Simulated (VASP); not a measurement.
# NbP (CsCl type) (Pm-3m) in VASP: notebook

Runs on NbP (CsCl type). Level: PBE. Tasks: single point.

Everything below comes from runs of VASP 6.6.1. Logs are shortened: lines on timing, memory, paths and dates and some standing lists are left out, and cuts for length are marked.

**1. The cell of the first run**

The structure is cubic, space group Pm-3m (No. 221). The conventional cell has a = 2.946 Å, b = 2.946 Å, c = 2.946 Å, α = 90.00°, β = 90.00°, γ = 90.00°. Nb (site symmetry m-3m) has 8 P at 2.55 Å and 6 Nb at 2.95 Å within 3.4 Å. P (site symmetry m-3m) has 8 Nb at 2.55 Å and 6 P at 2.95 Å within 3.4 Å.

**2. Single point, PBE (volume scaled by 0.85)**

Contents of INCAR:

```
SYSTEM = NbP
PREC = Accurate ; ENCUT = 520
EDIFF = 1E-6 ; ISMEAR = -1
SIGMA = 0.1 ; LREAL = .FALSE.
LASPH = .TRUE. ; NELM = 60
ALGO = Normal ; ISIF = 2
LWAVE = .FALSE. ; LCHARG = .FALSE.
GGA = PE ; NBANDS = 16
```

Contents of KPOINTS:

```
regular mesh
0
G
  13 13 13
  0 0 0
```

Contents of POSCAR:

```
NbP
1.0
    2.9460357136      0.0000000000      0.0000000000
    0.0000000000      2.9460357136      0.0000000000
    0.0000000000      0.0000000000      2.9460357136
Nb P
1 1
Direct
    0.0000000000      0.0000000000      0.0000000000
    0.5000000000      0.5000000000      0.5000000000
```

Potentials or basis: VASP PAW PBE potentials, release 64 (Nb_sv, P).

Launch:

```
cat potpaw_PBE.64/Nb_sv/POTCAR potpaw_PBE.64/P/POTCAR > POTCAR
mpirun -np 1 vasp_std > vasp.out
```

OUTCAR:

```text
SYSTEM = NbP
   PREC = Accurate
   ENCUT = 520
   EDIFF = 1E-6
   ISMEAR = -1
   LREAL = .FALSE.
   LASPH = .TRUE.
   NELM = 60
   ISIF = 2
   GGA = PE

 ion  position               nearest neighbor table
   1  0.000  0.000  0.000-   2 2.55   2 2.55   2 2.55   2 2.55   2 2.55   2 2.55   2 2.55   2 2.55

   2  0.500  0.500  0.500-   1 2.55   1 2.55   1 2.55   1 2.55   1 2.55   1 2.55   1 2.55   1 2.55

  LATTYP: Found a simple cubic cell.
 ALAT       =     2.9460357136

  Lattice vectors:

 A1 = (   2.9460357136,   0.0000000000,   0.0000000000)
 A2 = (   0.0000000000,   2.9460357136,   0.0000000000)
 A3 = (   0.0000000000,   0.0000000000,   2.9460357136)

Analysis of symmetry for initial positions (statically):
=====================================================================
 Subroutine PRICEL returns:
 Original cell was already a primitive cell.

 Routine SETGRP: Setting up the symmetry group for a
 simple cubic supercell.

 Subroutine GETGRP returns: Found 48 space group operations
 (whereof 48 operations were pure point group operations)
 out of a pool of 48 trial point group operations.

The static configuration has the point symmetry O_h .

Analysis of symmetry for dynamics (positions and initial velocities):
=====================================================================
 Subroutine PRICEL returns:
 Original cell was already a primitive cell.

 Routine SETGRP: Setting up the symmetry group for a
 simple cubic supercell.

 Subroutine GETGRP returns: Found 48 space group operations
 (whereof 48 operations were pure point group operations)
 out of a pool of 48 trial point group operations.

The dynamic configuration has the point symmetry O_h .

 Subroutine INISYM returns: Found 48 space group operations
 (whereof 48 operations are pure point group operations),
 and found     1 'primitive' translations

----------------------------------------------------------------------------------------

                                     Primitive cell

  volume of cell :      25.5690

  direct lattice vectors                    reciprocal lattice vectors
     2.946035714  0.000000000  0.000000000     0.339439198  0.000000000  0.000000000
     0.000000000  2.946035714  0.000000000     0.000000000  0.339439198  0.000000000
     0.000000000  0.000000000  2.946035714     0.000000000  0.000000000  0.339439198

  length of vectors
     2.946035714  2.946035714  2.946035714     0.339439198  0.339439198  0.339439198

  position of ions in fractional coordinates (direct lattice)
     0.000000000  0.000000000  0.000000000
     0.500000000  0.500000000  0.500000000

  ion indices of the primitive-cell ions
   primitive index   ion index
                 1           1
                 2           2

----------------------------------------------------------------------------------------

 KPOINTS: regular mesh

Automatic generation of k-mesh.
 Grid dimensions read from file:
 generate k-points for:   13   13   13

 Generating k-lattice:

  Cartesian coordinates                     Fractional coordinates (reciprocal lattice)
     0.026110708  0.000000000  0.000000000     0.076923077  0.000000000  0.000000000
     0.000000000  0.026110708  0.000000000     0.000000000  0.076923077  0.000000000
     0.000000000  0.000000000  0.026110708     0.000000000  0.000000000  0.076923077

  Length of vectors
     0.026110708  0.026110708  0.026110708

  Shift w.r.t. Gamma in fractional coordinates (k-lattice)
     0.000000000  0.000000000  0.000000000

 Subroutine IBZKPT returns following result:
 ===========================================

 Found     84 irreducible k-points:

 Following reciprocal coordinates:
            Coordinates               Weight
  0.000000  0.000000  0.000000      1.000000
  0.076923  0.000000  0.000000      6.000000
  0.153846  0.000000  0.000000      6.000000
  0.230769  0.000000  0.000000      6.000000
  0.307692  0.000000  0.000000      6.000000
  0.384615  0.000000  0.000000      6.000000
[... 16 lines left out ...]
  0.307692  0.307692  0.000000     12.000000
  0.384615  0.307692  0.000000     24.000000
 [... further k-points ...]
   k-points           NKPTS =     84   k-points in BZ     NKDIM =     84   number of bands    NBANDS=     16
   number of dos      NEDOS =    301   number of ions     NIONS =      2
   total plane-waves  NPLWV =  13824
   dimension x,y,z NGX =    24 NGY =   24 NGZ =   24
   dimension x,y,z NGXF=    48 NGYF=   48 NGZF=   48
   ions per type =               1   1
   NGX,Y,Z   is equivalent  to a cutoff of  13.54, 13.54, 13.54 a.u.
   NGXF,Y,Z  is equivalent  to a cutoff of  27.09, 27.09, 27.09 a.u.
 SYSTEM =  NbP
   PREC   = accura    normal or accurate (medium, high low for compatibility)
   ISTART =      0    job   : 0-new  1-cont  2-samecut
   ICHARG =      2    charge: 1-file 2-atom 10-const
   ISPIN  =      1    spin polarized calculation?
   LNONCOLLINEAR =      F non collinear calculations
   LSORBIT =      F    spin-orbit coupling
   LASPH  =      T    aspherical Exc in radial PAW
   ENCUT  =  520.0 eV  38.22 Ry    6.18 a.u.   5.48  5.48  5.48*2*pi/ulx,y,z
   NELM   =     60;   NELMIN=  2; NELMDL= -5     # of ELM steps
   EDIFF  = 0.1E-05   stopping-criterion for ELM
   LREAL  =      F    real-space projection
   EDIFFG = 0.1E-04   stopping-criterion for IOM
   NSW    =      0    number of steps for IOM
   IBRION =     -1    ionic relax: 0-MD 1-quasi-New 2-CG
   NFREE  =      0    steps in history (QN), initial steepest desc. (CG)
   ISIF   =      2    stress and relaxation
   ISYM   =      2    0-nonsym 1-usesym 2-fastsym
   POTIM  = 0.5000    time-step for ionic-motion
   TEBEG  =    0.0;   TEEND  =   0.0 temperature during run
   PSTRESS=    0.0 pullay stress
   NELECT =      18.0000    total number of electrons
   NUPDOWN=      -1.0000    fix difference up-down
   EMIN   =  10.00;   EMAX   =-10.00  energy-range for DOS
   EFERMI =   0.00;   METHOD = LEGACY
   ISMEAR =    -1;   SIGMA  =   0.10  broadening in eV -4-tet -1-fermi 0-gaus
   EFERMI_NEDOS =   21; number of points for ismear=-14 and -15
   IALGO  =     38    algorithm
   IMIX   =      4    mixing-type and parameters
     AMIX     =   0.40;   BMIX     =  1.00
     AMIX_MAG =   1.60;   BMIX_MAG =  1.00
  volume/ion in A,a.u.               =      12.78        86.27
  Fermi-wavevector in a.u.,A,eV,Ry     =   1.456334  2.752072 28.856715  2.120909
  Thomas-Fermi vector in A             =   2.573264
   LORBIT       =      0    0 simple, 1 ext, 2 COOP (PROOUT), +10 PAW based schemes
   GGA     = PE    functional components
[... 5 lines left out ...]
 non-spin polarized calculation
  energy-cutoff  :      520.00
  volume of cell :       25.57
 maximum number of plane-waves:       739
 NGX is ok and might be reduce to    24
   NGX = 11   NGY = 11   NGZ = 11

 number of electron      18.0000001 magnetization

 Free energy of the ion-electron system (eV)
  ---------------------------------------------------
  ext. energy  EPLUGINS =         0.00000000
  ---------------------------------------------------
  free energy    TOTEN  =       -16.42881651 eV

  energy without entropy =      -16.39332382  energy(sigma->0) =      -16.41107016

 E-fermi :  14.5828     XC(G=0): -13.2440

 val. band max:       14.5683082920   @ k =   0.4615   0.4615   0.0769
 cond. band min:      14.6243550182   @ k =   0.4615   0.3077   0.3077
 fundamental gap:      0.0560467262
 Fermi energy:        14.5828417527

 k-point     1 :       0.0000    0.0000    0.0000
  band No.  band energies     occupation
      1     -40.2967      2.00000
      2     -16.1092      2.00000
      3     -16.1092      2.00000
      4     -16.1092      2.00000
      5       0.0099      2.00000
      6      10.4987      2.00000
[... 8 lines left out ...]
     15      25.0382      0.00000
     16      25.0382      0.00000

 k-point     2 :       0.0769    0.0000    0.0000
  band No.  band energies     occupation
      1     -40.2918      2.00000
      2     -16.1641      2.00000
      3     -16.1041      2.00000
      4     -16.1041      2.00000
      5       0.1322      2.00000
      6      10.4283      2.00000
[... 8 lines left out ...]
     15      24.4810      0.00000
     16      25.3418      0.00000

 k-point     3 :       0.1538    0.0000    0.0000
  band No.  band energies     occupation
      1     -40.2780      2.00000
      2     -16.3138      2.00000
      3     -16.0901      2.00000
      4     -16.0901      2.00000
      5       0.4869      2.00000
      6      10.0721      2.00000
[... 8 lines left out ...]
     15      24.4512      0.00000
     16      26.5431      0.00000

 k-point     4 :       0.2308    0.0000    0.0000
  band No.  band energies     occupation
      1     -40.2586      2.00000
      2     -16.5190      2.00000
      3     -16.0703      2.00000
      4     -16.0703      2.00000
      5       1.0411      2.00000
      6       9.2725      2.00000
[... 8 lines left out ...]
     15      24.5865      0.00000
     16      28.4379      0.00000

 k-point     5 :       0.3077    0.0000    0.0000
  band No.  band energies     occupation
      1     -40.2378      2.00000
      2     -16.7299      2.00000
      3     -16.0491      2.00000
      4     -16.0491      2.00000
      5       1.7463      2.00000
      6       8.1863      2.00000
[... 8 lines left out ...]
     15      24.5424      0.00000
     16      26.9410      0.00000

 k-point     6 :       0.3846    0.0000    0.0000
  band No.  band energies     occupation
      1     -40.2205      2.00000
      2     -16.8998      2.00000
      3     -16.0315      2.00000
      4     -16.0315      2.00000
      5       2.5215      2.00000
      6       7.0770      2.00000
[... 8 lines left out ...]
     15      24.1923      0.00000
     16      25.4404      0.00000
[... 267 lines left out ...]
 k-point    21 :       0.3846    0.2308    0.0000
  band No.  band energies     occupation
      1     -40.1842      2.00000
      2     -16.8273      2.00000
      3     -16.4030      2.00000
      4     -15.9954      2.00000
      5       2.7433      2.00000
      6       7.8031      2.00000
[... 8 lines left out ...]
     15      23.6321      0.00000
     16      27.0552      0.00000

 k-point    22 :       0.4615    0.2308    0.0000
  band No.  band energies     occupation
      1     -40.1747      2.00000
      2     -16.9171      2.00000
      3     -16.3888      2.00000
      4     -15.9858      2.00000
      5       3.0497      2.00000
      6       7.3613      2.00000
[... 8 lines left out ...]
     15      22.4873      0.00000
     16      26.7891      0.00000

 k-point    23 :       0.3077    0.3077    0.0000
  band No.  band energies     occupation
      1     -40.1811      2.00000
      2     -16.6501      2.00000
      3     -16.6041      2.00000
      4     -15.9924      2.00000
      5       2.5737      2.00000
      6       8.4608      2.00000
[... 8 lines left out ...]
     15      24.7603      0.00000
     16      27.5818      0.00000

 k-point    24 :       0.3846    0.3077    0.0000
  band No.  band energies     occupation
      1     -40.1645      2.00000
      2     -16.7878      2.00000
      3     -16.5954      2.00000
      4     -15.9757      2.00000
      5       2.8193      2.00000
      6       8.2508      2.00000
[... 8 lines left out ...]
     15      24.3448      0.00000
     16      28.5330      0.00000

 [... further k-points ...]
[... 5 lines left out ...]
  --------------------------------------------------------------------------------------
  -------------------------------------------------------------------------------------
  Total        6.8958544      6.8958544      6.8958544     -0.0000000      0.0000000     -0.0000000
  in kB      432.1003768    432.1003768    432.1003768     -0.0000000      0.0000000     -0.0000000
  external PRESSURE =     432.1003768 kB  Pullay stress =       0.0000000 kB

 VOLUME and BASIS-vectors are now :
 -----------------------------------------------------------------------------
  energy-cutoff  :      520.00
  volume of cell :       25.57
      direct lattice vectors                 reciprocal lattice vectors
     2.946035714  0.000000000  0.000000000     0.339439198  0.000000000  0.000000000
     0.000000000  2.946035714  0.000000000     0.000000000  0.339439198  0.000000000
     0.000000000  0.000000000  2.946035714     0.000000000  0.000000000  0.339439198

 POSITION                                       TOTAL-FORCE (eV/Angst)
 -----------------------------------------------------------------------------------
      0.00000      0.00000      0.00000         0.000000      0.000000      0.000000
      1.47302      1.47302      1.47302         0.000000      0.000000      0.000000
 -----------------------------------------------------------------------------------
    total drift:                               -0.000000      0.000000      0.000000

  FREE ENERGIE OF THE ION-ELECTRON SYSTEM (eV)
  ---------------------------------------------------
  free  energy   TOTEN  =       -16.4288165130 eV

  energy  without entropy=      -16.3933238165  energy(sigma->0) =      -16.41107016
```

Wall time 28 s (1 thread of AMD EPYC 7R13 (Zen 3), shared host); peak memory 0.13 GiB.

Results:

```yaml
Free_energy: -16.4288 eV
Pressure: 43.2 GPa
Band_gap_on_the_k_mesh: zero (band 9 reaches 18.20 eV, above the bottom of band 10 at 13.98 eV)
```

**3. Single point, PBE (volume scaled by 0.95)**

Contents of INCAR:

```
SYSTEM = NbP
ALGO     = Normal         ! electronic algorithm
EDIFF    = 1E-6           ! SCF threshold, eV
ENCUT    = 520            ! plane-wave cutoff, eV
GGA      = PE             ! functional
ISIF     = 2              ! what is computed and relaxed
ISMEAR   = -1             ! smearing method
LASPH    = .True.         ! aspherical terms in the spheres
LCHARG   = .False.        ! write CHGCAR
LREAL    = .False.        ! projectors in reciprocal space
LWAVE    = .False.        ! write WAVECAR
NBANDS   = 16             ! bands
NELM     = 60             ! most SCF steps
PREC     = Accurate       ! precision mode
SIGMA    = 0.1            ! smearing width, eV
```

Contents of KPOINTS:

```
k-points
0
Gamma
  13 13 13
  0 0 0
```

Contents of POSCAR:

```
NbP
1.0
    3.0573106360      0.0000000000      0.0000000000
    0.0000000000      3.0573106360      0.0000000000
    0.0000000000      0.0000000000      3.0573106360
Nb P
1 1
Direct
    0.0000000000      0.0000000000      0.0000000000
    0.5000000000      0.5000000000      0.5000000000
```

Potentials or basis: VASP PAW PBE potentials, release 64 (Nb_sv, P).

Launch:

```
cat potpaw_PBE.64/Nb_sv/POTCAR potpaw_PBE.64/P/POTCAR > POTCAR
mpirun -np 1 vasp_std > vasp.out
```

It took 27 s on 1 thread of AMD EPYC 7R13 (Zen 3), shared host; peak memory 0.13 GiB.

It converged, with:

```yaml
Free_energy: -16.9078 eV
Pressure: 10.5 GPa
Band_gap_on_the_k_mesh: zero (band 9 reaches 15.96 eV, above the bottom of band 10 at 12.32 eV)
```

Levels at points of the mesh, in eV from the Fermi level:
```
           k point  band 7  band 8  band 9  band 10  band 11  band 12
(0.00, 0.00, 0.00)   -3.49    0.18    0.18     0.18     1.99     1.99
```
